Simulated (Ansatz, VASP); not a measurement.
**SiC: VASP beside Ansatz**

Contents of POSCAR:

```
SiC
1.0
    0.0000000000      2.1781449820      2.1781449820
    2.1781449820      0.0000000000      2.1781449820
    2.1781449820      2.1781449820      0.0000000000
Si C
1 1
Direct
   -0.0066266281     -0.0066266281     -0.0066266281
    0.7500000000      0.7500000000      0.7500000000
```

INCAR.step1

```
SYSTEM = SiC
  PREC = Accurate
  ENCUT = 660
  ISMEAR = 0
  SIGMA = 0.05
  LREAL = .FALSE.
  LASPH = .TRUE.
  NELM = 120
  NBANDS = 11
  GGA = PE
  ALGO = Normal
  EDIFF = 1E-5
  LWAVE = .TRUE.
  LCHARG = .FALSE.
  GGA_COMPAT = .FALSE.
```

Contents of INCAR.step2:

```
SYSTEM = SiC
  PREC = Accurate
  ENCUT = 660
  EDIFF = 1E-6
  ISMEAR = 0
  SIGMA = 0.05
  LREAL = .FALSE.
  LASPH = .TRUE.
  NELM = 120
  ALGO = Normal
  ISIF = 2
  LWAVE = .FALSE.
  LCHARG = .TRUE.
  METAGGA = R2SCAN
  LMIXTAU = .TRUE.
  LELF = .TRUE.
  LVHAR = .TRUE.
  NBANDS = 11
  ISTART = 1
  GGA_COMPAT = .FALSE.
```

KPOINTS

```
Automatic mesh
0
G
  10 10 10
  0 0 0
```

Input for Ansatz:

```yaml
crystal:
  lattice:
    - [0.0, 2.178144982, 2.178144982]
    - [2.178144982, 0.0, 2.178144982]
    - [2.178144982, 2.178144982, 0.0]
  atoms:
    - { symbol: Si, position: [-0.0066266281, -0.0066266281, -0.0066266281] }
    - { symbol: C, position: [0.75, 0.75, 0.75] }
basis:
  ecutwfc: 500
kpoints:
  mp_grid: { grid: [10, 10, 10] }
hamiltonian:
  xc: r2scan
scf:
  occupations: { method: gaussian, width: 0.05 }
output:
  forces: true
  stress: true
  eigenvalues: true
```

Change from the starting cell: all Si atoms moved +0.050 Å, as atom 1 towards its neighbour atom 2 (C) at 1.886 Å.

Alike in both runs: task single point; functional r2SCAN; k mesh 10 × 10 × 10; occupations gaussian, width 0.05 eV; no spin polarisation.

```csv
,VASP,Ansatz
version,VASP 6.6.1,Ansatz 0.2.0
potentials or method,"VASP PAW PBE potentials, release 64 (Si, C), cutoff 660 eV","scalar-relativistic, plane waves, PAW"
valence electrons in the cell,8,8
```

|  | VASP | Ansatz | Ansatz less VASP |
| --- | --- | --- | --- |
| gap on the k mesh at the Fermi level (eV) | 1.58 | 1.56 | -0.013 |
| least direct gap on the mesh (eV) | 4.98 | 4.97 | -0.014 |
| pressure (GPa) | -0.1 | 0.3 | +0.40 |
| traceless stress, the component that is largest in VASP (GPa) | 1.96 | 1.98 | +0.019 |
| rms of the force components (eV/Å) | 0.628 | 0.630 | +0.0021 |

VASP's potentials were made for PBE, not for r2SCAN. Atom by atom the forces differ by 0.002 eV/Å (rms over components). The functional is the same, so the differences come from potentials, cutoffs and numerics.
